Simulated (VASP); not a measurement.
Input of a VASP 6.6.1 run:

Contents of INCAR:

```
PREC = Accurate
ENCUT = 520
EDIFF = 1E-7
ISMEAR = 0
SIGMA = 0.05
LREAL = False
LASPH = True
NELM = 60
ALGO = Normal
ISIF = 2
LWAVE = False
LCHARG = True
GGA = CA
LELF = True
LVHAR = True
NBANDS = 11
```

File KPOINTS:

```
Automatic mesh
0
Gamma
  12 12 12
```

File POSCAR:

```
Si
1.0
    0.0000000000      2.6196639108      2.5261419092
    2.6196639108      0.0000000000      2.5261419092
    2.6196639108      2.6196639108      0.0000000000
Si
2
Direct
    0.5000000000      0.5000000000      0.5000000000
    0.7500000000      0.7500000000      0.7500000000
```

Potentials or basis: VASP PAW LDA potentials, release 64 (Si).

The run is started by

```console
$ cat potpaw_LDA.64/Si/POTCAR > POTCAR
$ mpirun -np 1 vasp_std > vasp.out
```

(1) What does it give for the band gap on the k mesh?

(2) What does it give for the pressure?

Answers

(1) zero (band 4 reaches 7.51 eV, above the bottom of band 5 at 7.30 eV).

(2) 16.1 GPa.
